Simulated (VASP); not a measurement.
## TiC (dpbe): relaxation of cell and atoms with PBE

The system is TiC (dpbe).

```
CELL_PARAMETERS angstrom
0.00000 2.16572 2.16572
2.16572 0.00000 2.16572
2.16572 2.16572 0.00000
ATOMIC_POSITIONS crystal
Ti 0.00000 0.00000 0.00000
C 0.50000 0.50000 0.50000
```

```
Program                : VASP 6.6.1
Task                   : relaxation of cell and atoms
Functional             : PBE
Potentials or basis    : VASP PAW PBE potentials, release 64 (Ti_sv, C)
Cutoff                 : 600 eV
k mesh                 : 14 × 14 × 14
Occupations            : gaussian, width 0.1 eV
Spin                   : no spin polarisation
Dipole correction      : no
Further INCAR settings : ALGO = Normal; EDIFF = 1e-07; IBRION = 2; EDIFFG = -0.002; NSW = 100; ISIF = 3
```

```json
{"Relaxed volume": "10.17 Å³/atom", "Relaxed cell": "a = 3.064 Å, b = 3.064 Å, c = 3.064 Å, α = 60.00°, β = 60.00°, γ = 60.00°", "Space group after relaxing (to 0.05 Å)": "Fm-3m (No. 225)", "Energy gained by relaxing": "0.0 meV/atom", "Ionic steps": "3", "Pressure after relaxing": "0.0 GPa", "Band gap on the k mesh": "zero (band 8 reaches 10.09 eV, above the bottom of band 9 at 8.99 eV)"}
```

Final structure:
```
Ti C
1.0
     0.00000    2.16676    2.16676
     2.16676    0.00000    2.16676
     2.16676    2.16676    0.00000
Ti C
1 1
Direct
  0.00000 0.00000 0.00000
  0.50000 0.50000 0.50000
```

Levels at points of the mesh, in eV from the Fermi level:
```
           k point  band 6  band 7  band 8  band 9  band 10  band 11
(0.00, 0.00, 0.00)    0.70    0.70    0.70    1.68     1.68     1.68
(0.50, 0.00, 0.00)   -5.82   -2.88   -2.88    2.91     2.91     4.09
(0.50, 0.50, 0.00)   -3.42   -1.61   -0.03   -0.03     2.71     3.51
```

It took 41 s on 1 thread of Intel(R) Xeon(R) Platinum 8259CL CPU @ 2.50GHz (Skylake/Cascade Lake), on a shared host, peak memory 0.17 GiB.
